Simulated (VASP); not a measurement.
# Rb (P6_3/mmc) in VASP: a series of runs

The runs below take Rb through single point, with LDA.

Program: VASP 6.6.1. These are calculated values, not measurements. Logs are shortened: lines on timing, memory, paths and dates and some standing lists are left out, and cuts for length are marked.

## Step 1: The cell of the first run

The structure is hexagonal, space group P6_3/mmc (No. 194). Conventional cell: a = 4.715 Å, b = 4.715 Å, c = 15.572 Å, α = 90.00°, β = 90.00°, γ = 120.00°.

This isn't the form of Rb at room conditions, which is bcc.

## Step 2: Single point, LDA (74.96 Å³/atom)

Contents of INCAR:

```
SYSTEM = Rb
PREC     = Accurate       ! precision mode
ENCUT    = 520            ! plane-wave cutoff, eV
EDIFF    = 1E-6           ! SCF threshold, eV
ISMEAR   = -1             ! smearing method
SIGMA    = 0.1            ! smearing width, eV
LREAL    = .False.        ! projectors in reciprocal space
LASPH    = .True.         ! aspherical terms in the spheres
NELM     = 100            ! most SCF steps
ALGO     = Normal         ! electronic algorithm
ISIF     = 2              ! what is computed and relaxed
LWAVE    = .False.        ! write WAVECAR
LCHARG   = .False.        ! write CHGCAR
NBANDS   = 26             ! bands
```

Contents of KPOINTS:

```
Automatic mesh
0
Gamma
  9 9 3
  0 0 0
```

Contents of POSCAR:

```
Rb
1.0
    4.7152496616      0.0000000000      0.0000000000
   -2.3576248308      4.0835259921      0.0000000000
    0.0000000000      0.0000000000     15.5718960267
Rb
4
Direct
    1.0000000000      0.0000000000      1.0000000000
    1.0000000000      0.0000000000      0.5000000000
    0.3333333333      0.6666666667      0.2500000000
    0.6666666667      0.3333333333      0.7500000000
```

Potentials or basis: VASP PAW LDA potentials, release 64 (Rb_sv).

Run with:

```bash
$ cat potpaw_LDA.64/Rb_sv/POTCAR > POTCAR
$ mpirun -np 1 vasp_std > vasp.out
```

OUTCAR:

```text
SYSTEM = Rb
   PREC = Accurate
   ENCUT = 520
   EDIFF = 1E-6
   ISMEAR = -1
   LREAL = .False.
   LASPH = .True.
   NELM = 100
   ISIF = 2

 ion  position               nearest neighbor table
   1  0.000  0.000  0.000-   3 4.75   4 4.75   3 4.75   4 4.75   4 4.75   3 4.75
   2  0.000  0.000  0.500-   3 4.75   4 4.75   3 4.75   4 4.75   4 4.75   3 4.75
   3  0.333  0.667  0.250-   1 4.75   2 4.75   1 4.75   2 4.75   1 4.75   2 4.75
   4  0.667  0.333  0.750-   1 4.75   2 4.75   1 4.75   2 4.75   1 4.75   2 4.75

  LATTYP: Found a hexagonal cell.
 ALAT       =     4.7152496616
 C/A-ratio  =     3.3024541953

  Lattice vectors:

 A1 = (   4.7152496616,   0.0000000000,   0.0000000000)
 A2 = (  -2.3576248308,   4.0835259921,   0.0000000000)
 A3 = (   0.0000000000,   0.0000000000,  15.5718960267)

Analysis of symmetry for initial positions (statically):
=====================================================================
 Subroutine PRICEL returns:
 Original cell was already a primitive cell.

 Routine SETGRP: Setting up the symmetry group for a
 hexagonal supercell.

 Subroutine GETGRP returns: Found 24 space group operations
 (whereof 12 operations were pure point group operations)
 out of a pool of 24 trial point group operations.

The static configuration has the point symmetry D_3d.
 The point group associated with its full space group is D_6h.

Analysis of symmetry for dynamics (positions and initial velocities):
=====================================================================
 Subroutine PRICEL returns:
 Original cell was already a primitive cell.

 Routine SETGRP: Setting up the symmetry group for a
 hexagonal supercell.

 Subroutine GETGRP returns: Found 24 space group operations
 (whereof 12 operations were pure point group operations)
 out of a pool of 24 trial point group operations.

The dynamic configuration has the point symmetry D_3d.
 The point group associated with its full space group is D_6h.

 Subroutine INISYM returns: Found 24 space group operations
 (whereof 12 operations are pure point group operations),
 and found     1 'primitive' translations

----------------------------------------------------------------------------------------

                                     Primitive cell

  volume of cell :     299.8344

  direct lattice vectors                    reciprocal lattice vectors
     4.715249662  0.000000000  0.000000000     0.212077848  0.122443203  0.000000000
    -2.357624831  4.083525992  0.000000000     0.000000000  0.244886405  0.000000000
     0.000000000  0.000000000 15.571896027     0.000000000  0.000000000  0.064218256

  length of vectors
     4.715249662  4.715249662 15.571896027     0.244886405  0.244886405  0.064218256

  position of ions in fractional coordinates (direct lattice)
     0.000000000  0.000000000  0.000000000
     0.000000000  0.000000000  0.500000000
     0.333333333  0.666666667  0.250000000
     0.666666667  0.333333333  0.750000000

  ion indices of the primitive-cell ions
   primitive index   ion index
                 1           1
                 2           2
                 3           3
                 4           4

----------------------------------------------------------------------------------------

 KPOINTS: Automatic mesh

Automatic generation of k-mesh.
 Grid dimensions read from file:
 generate k-points for:    9    9    3

 Generating k-lattice:

  Cartesian coordinates                     Fractional coordinates (reciprocal lattice)
     0.023564205  0.013604800  0.000000000     0.111111111  0.000000000  0.000000000
     0.000000000  0.027209601  0.000000000     0.000000000  0.111111111  0.000000000
     0.000000000  0.000000000  0.021406085     0.000000000  0.000000000  0.333333333

  Length of vectors
     0.027209601  0.027209601  0.021406085

  Shift w.r.t. Gamma in fractional coordinates (k-lattice)
     0.000000000  0.000000000  0.000000000

 Subroutine IBZKPT returns following result:
 ===========================================

 Found     24 irreducible k-points:

 Following reciprocal coordinates:
            Coordinates               Weight
  0.000000  0.000000  0.000000      1.000000
  0.111111 -0.000000  0.000000      6.000000
  0.222222  0.000000  0.000000      6.000000
  0.333333 -0.000000  0.000000      6.000000
  0.444444  0.000000  0.000000      6.000000
  0.111111  0.111111  0.000000      6.000000
[... 16 lines left out ...]
  0.333333  0.222222  0.333333     24.000000
  0.333333  0.333333  0.333333      4.000000
   k-points           NKPTS =     24   k-points in BZ     NKDIM =     24   number of bands    NBANDS=     26
   number of dos      NEDOS =    301   number of ions     NIONS =      4
   total plane-waves  NPLWV = 155520
   dimension x,y,z NGX =    36 NGY =   36 NGZ =  120
   dimension x,y,z NGXF=    72 NGYF=   72 NGZF=  240
   ions per type =               4
   NGX,Y,Z   is equivalent  to a cutoff of  12.69, 12.69, 12.81 a.u.
   NGXF,Y,Z  is equivalent  to a cutoff of  25.39, 25.39, 25.62 a.u.
 SYSTEM =  Rb
   PREC   = accura    normal or accurate (medium, high low for compatibility)
   ISTART =      0    job   : 0-new  1-cont  2-samecut
   ICHARG =      2    charge: 1-file 2-atom 10-const
   ISPIN  =      1    spin polarized calculation?
   LNONCOLLINEAR =      F non collinear calculations
   LSORBIT =      F    spin-orbit coupling
   LASPH  =      T    aspherical Exc in radial PAW
   ENCUT  =  520.0 eV  38.22 Ry    6.18 a.u.   8.77  8.77 28.95*2*pi/ulx,y,z
   NELM   =    100;   NELMIN=  2; NELMDL= -5     # of ELM steps
   EDIFF  = 0.1E-05   stopping-criterion for ELM
   LREAL  =      F    real-space projection
   EDIFFG = 0.1E-04   stopping-criterion for IOM
   NSW    =      0    number of steps for IOM
   IBRION =     -1    ionic relax: 0-MD 1-quasi-New 2-CG
   NFREE  =      0    steps in history (QN), initial steepest desc. (CG)
   ISIF   =      2    stress and relaxation
   ISYM   =      2    0-nonsym 1-usesym 2-fastsym
   POTIM  = 0.5000    time-step for ionic-motion
   TEBEG  =    0.0;   TEEND  =   0.0 temperature during run
   PSTRESS=    0.0 pullay stress
   NELECT =      36.0000    total number of electrons
   NUPDOWN=      -1.0000    fix difference up-down
   EMIN   =  10.00;   EMAX   =-10.00  energy-range for DOS
   EFERMI =   0.00;   METHOD = LEGACY
   ISMEAR =    -1;   SIGMA  =   0.10  broadening in eV -4-tet -1-fermi 0-gaus
   EFERMI_NEDOS =   21; number of points for ismear=-14 and -15
   IALGO  =     38    algorithm
   IMIX   =      4    mixing-type and parameters
     AMIX     =   0.40;   BMIX     =  1.00
     AMIX_MAG =   1.60;   BMIX_MAG =  1.00
  volume/ion in A,a.u.               =      74.96       505.85
  Fermi-wavevector in a.u.,A,eV,Ry     =   0.807635  1.526209  8.874732  0.652274
  Thomas-Fermi vector in A             =   1.916291
   LORBIT       =      0    0 simple, 1 ext, 2 COOP (PROOUT), +10 PAW based schemes
   GGA     = CA    functional components
   LHFCALC =     F    Hartree Fock is set to
   AEXX    =    0.0000 exact exchange contribution
   IVDW    =     0    specifies the selected vdW correction
   LEPSILON=     F    determine dielectric tensor
   LRPA    =     F    only Hartree local field effects (RPA)
 non-spin polarized calculation
  energy-cutoff  :      520.00
  volume of cell :      299.83
 maximum number of plane-waves:      8103
 NGX is ok and might be reduce to    36
   NGX = 17   NGY = 17   NGZ = 57

 number of electron      36.0000000 magnetization

 Free energy of the ion-electron system (eV)
  ---------------------------------------------------
  ext. energy  EPLUGINS =         0.00000000
  ---------------------------------------------------
  free energy    TOTEN  =        -4.29827758 eV

  energy without entropy =       -4.18488272  energy(sigma->0) =       -4.24158015

 E-fermi :   0.2560     XC(G=0):  -6.1941

 val. band max:        0.2098005701   @ k =   0.4444   0.0000   0.3333
 cond. band min:       0.2638276433   @ k =   0.3333   0.1111   0.0000
 fundamental gap:      0.0540270732
 Fermi energy:         0.2559810662

 k-point     1 :       0.0000    0.0000    0.0000
  band No.  band energies     occupation
      1     -28.4486      2.00000
      2     -28.4440      2.00000
      3     -28.4437      2.00000
      4     -28.4391      2.00000
      5     -12.7079      2.00000
      6     -12.6179      2.00000
[... 18 lines left out ...]
     25       3.7869      0.00000
     26       3.8442      0.00000

 k-point     2 :       0.1111   -0.0000    0.0000
  band No.  band energies     occupation
      1     -28.4475      2.00000
      2     -28.4432      2.00000
      3     -28.4429      2.00000
      4     -28.4385      2.00000
      5     -12.7004      2.00000
      6     -12.6199      2.00000
[... 18 lines left out ...]
     25       3.4899      0.00000
     26       3.5095      0.00000

 k-point     3 :       0.2222    0.0000    0.0000
  band No.  band energies     occupation
      1     -28.4447      2.00000
      2     -28.4411      2.00000
      3     -28.4408      2.00000
      4     -28.4372      2.00000
      5     -12.6804      2.00000
      6     -12.6361      2.00000
[... 18 lines left out ...]
     25       2.8298      0.00000
     26       2.8730      0.00000

 k-point     4 :       0.3333   -0.0000    0.0000
  band No.  band energies     occupation
      1     -28.4413      2.00000
      2     -28.4388      2.00000
      3     -28.4385      2.00000
      4     -28.4359      2.00000
      5     -12.6756      2.00000
      6     -12.6753      2.00000
[... 18 lines left out ...]
     25       2.4856      0.00000
     26       2.5706      0.00000
[... 496 lines left out ...]
      1     -28.4394      2.00000
      2     -28.4387      2.00000
      3     -28.4365      2.00000
      4     -28.4357      2.00000
      5     -12.6726      2.00000
      6     -12.6665      2.00000
[... 18 lines left out ...]
     25       2.3149      0.00000
     26       2.5672      0.00000

 k-point    23 :       0.3333    0.2222    0.3333
  band No.  band energies     occupation
      1     -28.4373      2.00000
      2     -28.4370      2.00000
      3     -28.4359      2.00000
      4     -28.4355      2.00000
      5     -12.6815      2.00000
      6     -12.6788      2.00000
[... 18 lines left out ...]
     25       2.0618      0.00000
     26       2.2800      0.00000

 k-point    24 :       0.3333    0.3333    0.3333
  band No.  band energies     occupation
      1     -28.4361      2.00000
      2     -28.4361      2.00000
      3     -28.4359      2.00000
      4     -28.4359      2.00000
      5     -12.6652      2.00000
      6     -12.6652      2.00000
[... 18 lines left out ...]
     25       2.0111      0.00000
     26       2.1350      0.00000

------------------------ aborting loop because EDIFF is reached ----------------------------------------

  FORCE on cell =-STRESS in cart. coord.  units (eV):
  Direction    XX          YY          ZZ          XY          YZ          ZX
  --------------------------------------------------------------------------------------
  -------------------------------------------------------------------------------------
  Total        0.2778494      0.2778494      0.2490811     -0.0000000      0.0000000      0.0000000
  in kB        1.4846994      1.4846994      1.3309748     -0.0000000      0.0000000      0.0000000
  external PRESSURE =       1.4334578 kB  Pullay stress =       0.0000000 kB

 VOLUME and BASIS-vectors are now :
 -----------------------------------------------------------------------------
  energy-cutoff  :      520.00
  volume of cell :      299.83
      direct lattice vectors                 reciprocal lattice vectors
     4.715249662  0.000000000  0.000000000     0.212077848  0.122443203  0.000000000
    -2.357624831  4.083525992  0.000000000     0.000000000  0.244886405  0.000000000
     0.000000000  0.000000000 15.571896027     0.000000000  0.000000000  0.064218256

 POSITION                                       TOTAL-FORCE (eV/Angst)
 -----------------------------------------------------------------------------------
      0.00000      0.00000      0.00000        -0.000000      0.000000     -0.000000
      0.00000      0.00000      7.78595        -0.000000      0.000000     -0.000000
     -0.00000      2.72235      3.89297        -0.000000      0.000000     -0.000000
      2.35762      1.36118     11.67892         0.000000      0.000000      0.000000
 -----------------------------------------------------------------------------------
    total drift:                               -0.000000      0.000000      0.000000

  FREE ENERGIE OF THE ION-ELECTRON SYSTEM (eV)
  ---------------------------------------------------
  free  energy   TOTEN  =        -4.2982775808 eV

  energy  without entropy=       -4.1848827207  energy(sigma->0) =       -4.24158015
```

Wall time 4.9 min (1 thread of Oxide Virtual Turin-like, shared host); peak memory 0.33 GiB.

What came out:

- Free energy: -4.2983 eV
- Pressure: 0.1 GPa
- Band gap on the k mesh: zero (bands 18 and 19 overlap by 2.36 eV)

## Step 3: Single point, LDA (78.08 Å³/atom)

This run uses another cell than the first one, of 78.08 Å³/atom.

Contents of INCAR:

```
ALGO = Normal ; EDIFF = 1E-6
ENCUT = 520 ; GGA = CA
ISIF = 2 ; ISMEAR = -1
LASPH = True ; LCHARG = False
LREAL = False ; LWAVE = False
NBANDS = 26 ; NELM = 100
PREC = Accurate ; SIGMA = 0.1
```

Contents of KPOINTS:

```
k-points
0
Gamma
  9 9 3
```

Contents of POSCAR:

```
Rb
1.0
    4.7798501502      0.0000000000      0.0000000000
   -2.3899250751      4.1394716563      0.0000000000
    0.0000000000      0.0000000000     15.7852361814
Rb
4
Direct
    1.0000000000      0.0000000000      1.0000000000
    1.0000000000      0.0000000000      0.5000000000
    0.3333333333      0.6666666667      0.2500000000
    0.6666666667      0.3333333333      0.7500000000
```

Potentials or basis: VASP PAW LDA potentials, release 64 (Rb_sv).

Run with:

```bash
$ cat potpaw_LDA.64/Rb_sv/POTCAR > POTCAR
$ mpirun -np 1 vasp_std > vasp.out
```

It took 5 min on 1 thread of Oxide Virtual Turin-like, shared host; peak memory 0.34 GiB.

It converged, with:

| Quantity | Value |
| --- | --- |
| Free energy | -4.3035 eV |
| Pressure | 0.0 GPa |
| Band gap on the k mesh | zero (bands 18 and 19 overlap by 2.31 eV) |

Levels at points of the mesh, in eV from the Fermi level:
```tsv
k point	band 15	band 16	band 17	band 18	band 19	band 20	band 21	band 22
(0.00, 0.00, 0.00)	-12.80	-12.80	-2.20	-1.44	-1.44	0.02	0.79	2.31
```

## Step 4: Single point, LDA (81.21 Å³/atom)

This run uses another cell than the first one, of 81.21 Å³/atom.

Contents of INCAR:

```
  ALGO = Normal
  EDIFF = 1E-6
  ENCUT = 520
  ISIF = 2
  ISMEAR = -1
  LASPH = T
  LCHARG = T
  LELF = T
  LREAL = F
  LVHAR = T
  LWAVE = F
  NBANDS = 26
  NELM = 100
  PREC = Accurate
  SIGMA = 0.1
```

KPOINTS is that of step 3.

Contents of POSCAR:

```
Rb
1.0
    4.8427501285      0.0000000000      0.0000000000
   -2.4213750643      4.1939446355      0.0000000000
    0.0000000000      0.0000000000     15.9929604787
Rb
4
Direct
    1.0000000000      0.0000000000      1.0000000000
    1.0000000000      0.0000000000      0.5000000000
    0.3333333333      0.6666666667      0.2500000000
    0.6666666667      0.3333333333      0.7500000000
```

Run with:

```bash
$ cat potpaw_LDA.64/Rb_sv/POTCAR > POTCAR
$ mpirun -np 1 vasp_std > vasp.out
```

Wall time 5.9 min (1 thread of Oxide Virtual Turin-like, shared host); peak memory 0.34 GiB.

Results (log left out):

```yaml
Free_energy: -4.2978 eV
Pressure: -0.1 GPa
Band_gap_on_the_k_mesh: zero (bands 18 and 19 overlap by 2.27 eV)
```

Levels at points of the mesh, in eV from the Fermi level:
| k point | band 15 | band 16 | band 17 | band 18 | band 19 | band 20 | band 21 | band 22 |
| --- | --- | --- | --- | --- | --- | --- | --- | --- |
| (0.00, 0.00, 0.00) | -12.82 | -12.82 | -2.14 | -1.41 | -1.41 | 0.03 | 0.76 | 2.30 |

## Step 5: Overview

| cell | gap on the mesh (eV) | pressure (GPa) |
| --- | --- | --- |
| a = 4.715, b = 4.715, c = 15.572 Å, angles 90.0, 90.0, 120.0°, 4 atoms | none | 0.1 |
| a = 4.780, b = 4.780, c = 15.785 Å, angles 90.0, 90.0, 120.0°, 4 atoms | none | 0.0 |
| a = 4.843, b = 4.843, c = 15.993 Å, angles 90.0, 90.0, 120.0°, 4 atoms | none | -0.1 |

Alike in all rows: task single point; level LDA; potentials or basis VASP PAW LDA potentials, release 64 (Rb_sv); no spin polarisation; k mesh 9 × 9 × 3; cutoff (eV) 520; smearing fermi-dirac 0.1 eV.

Total energies depend on the potentials used, so only differences within one code and one set of settings carry meaning.

The gap in the log of VASP goes by the Fermi energy; the results here count the filled bands.